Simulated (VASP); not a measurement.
Crystal: CoO.

```
CELL_PARAMETERS angstrom
0.00000 2.21033 2.21033
2.21033 0.00000 2.21033
2.21033 2.21033 0.00000
ATOMIC_POSITIONS crystal
Co 0.00000 0.00000 0.00000
O 0.25000 0.25000 0.25000
```

* Program: VASP 6.6.1
* Task: relaxation of cell and atoms
* Functional: PBE
* Potentials or basis: VASP PAW PBE potentials, release 64 (Co_sv, O)
* Cutoff: 700 eV
* k mesh: 8 × 8 × 8
* Occupations: gaussian, width 0.1 eV
* Spin: collinear spin, ferromagnetic start
* Starting moments: [2.64, 0.26] μB
* Hubbard terms: Co d U = 3.32 eV

At the start: pressure 23.6 GPa; volume 10.80 Å³/atom.

**Question.** Where does the relaxation end?

**Answer.** Over 3 steps the energy falls by 98.0 meV/atom and the volume is 12.29 Å³/atom (+13.8 %); space group F-43m (No. 216, to 0.1 Å) before and after; moment 3.00 μB per cell.

Step by step:
```csv
step,energy change (eV),largest force (eV/Å),pressure (GPa),volume (Å³)
1,0.0000,0.0000,23.57,21.60
2,-0.1098,0.0000,-10.68,26.95
3,-0.1960,0.0000,-0.05,24.59
```

Final structure:
```
Co O
1.0
     0.00000    2.30793    2.30793
     2.30793    0.00000    2.30793
     2.30793    2.30793    0.00000
Co O
1 1
Cartesian
  0.0000 0.0000 0.0000
  1.1540 1.1540 1.1540
```

Caveat: a cell with one magnetic atom can't hold antiferromagnetic order, which such compounds often take.
